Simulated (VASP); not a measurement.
# Pt (Fm-3m) in VASP: further runs, part 2 of 2

VASP 6.6.1. Earlier steps stand in the parts before.

## (4) Relaxation of cell and atoms, PBE

This run uses another cell than the first one, of 15.61 Å³/atom.

The input, INCAR:

```
SYSTEM = Pt
ALGO = Normal ; EDIFF = 1E-6
EDIFFG = -0.005 ; ENCUT = 600
GGA = PE ; IBRION = 2
ISIF = 3 ; ISMEAR = 0
LASPH = .TRUE. ; LCHARG = .FALSE.
LREAL = .FALSE. ; LWAVE = .FALSE.
NELM = 60 ; NSW = 100
PREC = Accurate ; SIGMA = 0.1
```

The input, KPOINTS:

```
k-points
0
G
  18 18 18
  0 0 0
```

The input, POSCAR:

```
Pt
1.0
    0.0000000000      1.9836737130      1.9836737130
    1.9836737130      0.0000000000      1.9836737130
    1.9836737130      1.9836737130      0.0000000000
Pt
1
Direct
    0.0000000000      0.0000000000      0.0000000000
```

Potentials or basis: VASP PAW PBE potentials, release 64 (Pt).

Started as:

```
$ cat potpaw_PBE.64/Pt/POTCAR > POTCAR
$ mpirun -np 1 vasp_std > vasp.out
```

OUTCAR:

```text
SYSTEM = Pt
   EDIFF = 1E-6
   EDIFFG = -0.005
   ENCUT = 600
   GGA = PE
   IBRION = 2
   ISIF = 3
   ISMEAR = 0
   LASPH = .TRUE.
   LREAL = .FALSE.
   NELM = 60
   NSW = 100
   PREC = Accurate

 ion  position               nearest neighbor table
   1  0.000  0.000  0.000-

  LATTYP: Found a face centered cubic cell.
 ALAT       =     3.9673474260

  Lattice vectors:

 A1 = (   0.0000000000,   1.9836737130,   1.9836737130)
 A2 = (   1.9836737130,   0.0000000000,   1.9836737130)
 A3 = (   1.9836737130,   1.9836737130,   0.0000000000)

Analysis of symmetry for initial positions (statically):
=====================================================================
 Subroutine PRICEL returns:
 Original cell was already a primitive cell.

 Routine SETGRP: Setting up the symmetry group for a
 face centered cubic supercell.

 Subroutine GETGRP returns: Found 48 space group operations
 (whereof 48 operations were pure point group operations)
 out of a pool of 48 trial point group operations.

The static configuration has the point symmetry O_h .

Analysis of symmetry for dynamics (positions and initial velocities):
=====================================================================
 Subroutine PRICEL returns:
 Original cell was already a primitive cell.

[... 222 lines left out ...]
--------------------------------------- Ionic step        3  -------------------------------------------

 number of electron      10.0000002 magnetization

 Free energy of the ion-electron system (eV)
  ---------------------------------------------------
  ext. energy  EPLUGINS =         0.00000000
  ---------------------------------------------------
  free energy    TOTEN  =        -6.10024272 eV

  energy without entropy =       -6.08899505  energy(sigma->0) =       -6.09461889

 E-fermi :  10.6031     XC(G=0): -13.2810

 val. band max:       10.6028420492   @ k =  -0.3333   0.3889   0.1111
 cond. band min:      10.6139673366   @ k =   0.4444   0.1111   0.0000
 fundamental gap:      0.0111252875
 Fermi energy:        10.6031407170

 k-point     1 :       0.0000    0.0000    0.0000
  band No.  band energies     occupation
      1       0.7758      2.00000
      2       7.0237      2.00000
      3       7.0237      2.00000
      4       7.0237      2.00000
      5       9.0570      2.00000
      6       9.0570      2.00000
      7      25.3351      0.00000
      8      30.1036      0.00000
      9      30.1036      0.00000
[... 265 lines left out ...]
 k-point    24 :      -0.2222    0.0556    0.0000
  band No.  band energies     occupation
      1       2.7652      2.00000
      2       6.5619      2.00000
      3       7.3970      2.00000
      4       7.4606      2.00000
      5       8.8809      2.00000
      6       9.5211      2.00000
      7      24.0917      0.00000
      8      27.0746      0.00000
      9      31.3022      0.00000

 [... further k-points ...]

------------------------ aborting loop because EDIFF is reached ----------------------------------------

  FORCE on cell =-STRESS in cart. coord.  units (eV):
  Direction    XX          YY          ZZ          XY          YZ          ZX
  --------------------------------------------------------------------------------------
  -------------------------------------------------------------------------------------
  Total       -0.0011718     -0.0011718     -0.0011718     -0.0000000     -0.0000000      0.0000000
  in kB       -0.1202055     -0.1202055     -0.1202055     -0.0000000     -0.0000000      0.0000000
  external PRESSURE =      -0.1202055 kB  Pullay stress =       0.0000000 kB
[... 16 lines left out ...]
  FREE ENERGIE OF THE ION-ELECTRON SYSTEM (eV)
  ---------------------------------------------------
  free  energy   TOTEN  =        -6.1002427234 eV

  energy  without entropy=       -6.0889950482  energy(sigma->0) =       -6.09461889

 reached required accuracy - stopping structural energy minimisation
```

Run time: 38 s. Hardware: 1 thread of Intel Xeon Platinum 8259CL at 2.50GHz (Skylake/Cascade Lake), shared host; peak memory 0.17 GiB.

Results:

* Free energy: -6.1002 eV
* Relaxed volume: 15.62 Å³/atom
* Relaxed cell: a = 2.806 Å, b = 2.806 Å, c = 2.806 Å, α = 60.00°, β = 60.00°, γ = 60.00°
* Space group after relaxing (to 0.1 Å): Fm-3m (No. 225)
* Energy gained by relaxing: 0.0 meV/atom
* Ionic steps: 3
* Pressure after relaxing: 0.0 GPa
* Band gap on the k mesh: zero (bands 5 and 6 overlap by 2.10 eV)

Final structure:
```
CELL_PARAMETERS angstrom
0.00000 1.98399 1.98399
1.98399 0.00000 1.98399
1.98399 1.98399 0.00000
ATOMIC_POSITIONS crystal
Pt 0.00000 0.00000 0.00000
```

Caveat: spin-orbit coupling is left out, which moves the levels of the heavy elements.

## (5) Single point, PBE

This run uses another cell than the first one, of 15.64 Å³/atom.

The input, INCAR:

```
  ALGO = Fast
  EDIFF = 1E-6
  ENCUT = 520
  GGA = PE
  ISIF = 2
  ISMEAR = 0
  ISYM = 0
  LASPH = True
  LCHARG = False
  LREAL = False
  LWAVE = False
  NBANDS = 11
  NELM = 60
  PREC = Accurate
  SIGMA = 0.1
```

The input, KPOINTS:

```
k-points
0
Gamma
  12 9 24
```

The input, POSCAR:

```
Pt
1.0
    2.8072933488      0.0000000000      0.0000000000
    0.0000000000      3.9701123274      0.0000000000
    1.4036466744      1.9850561637      1.4036466744
Pt
1
Direct
    0.0000000000      0.0000000000      0.0000000000
```

Started as:

```
$ cat potpaw_PBE.64/Pt/POTCAR > POTCAR
$ mpirun -np 1 vasp_std > vasp.out
```

Wall time 4 min (1 thread of Intel Xeon Platinum 8259CL at 2.50GHz (Skylake/Cascade Lake), shared host); peak memory 0.35 GiB.

The run converged. Its results:

- Free energy: -6.1034 eV
- Pressure: -0.5 GPa
- Band gap on the k mesh: zero (bands 5 and 6 overlap by 2.08 eV)

Levels at points of the mesh, in eV from the Fermi level:
```tsv
k point	band 2	band 3	band 4	band 5	band 6	band 7	band 8	band 9
(0.00, 0.00, 0.00)	-3.56	-3.56	-3.56	-1.53	-1.53	14.74	19.50	19.50
(0.50, 0.00, 0.00)	-6.24	0.00	0.46	0.46	1.86	8.50	11.28	11.29
(0.00, 0.00, 0.50)	-6.24	0.00	0.46	0.46	1.86	8.50	11.28	11.29
(0.50, 0.00, 0.50)	-6.24	0.00	0.46	0.46	1.86	8.50	11.28	11.29
```

Caveat: spin-orbit coupling is left out, which moves the levels of the heavy elements.

## (6) The runs side by side

```tsv
task	cell	k mesh	cutoff (eV)	gap on the mesh (eV)	pressure (GPa)
single point	a = 2.772 Å, angles 60.0°, 1 atom	8 × 8 × 8	520	none	9.3
single point	a = 2.807 Å, angles 60.0°, 1 atom	18 × 18 × 18	520	none	-0.5
relaxation of cell and atoms	relaxed from a = 2.805 Å, angles 60.0°, 1 atom	18 × 18 × 18	600	none	0.0
single point	a = 2.807, b = 3.970 Å, angles 45.0, 60.0, 90.0°, 1 atom	12 × 9 × 24	520	none	-0.5
```

Alike in all rows: level PBE; potentials or basis VASP PAW PBE potentials, release 64 (Pt); no spin polarisation; smearing gaussian 0.1 eV.

Caveats: spin-orbit coupling is left out, which moves the levels of the heavy elements; the cell stands under pressure (at least some runs).

Total energies depend on the potentials used, so only differences within one code and one set of settings carry meaning.

The gap in the log of VASP goes by the Fermi energy; the results here count the filled bands.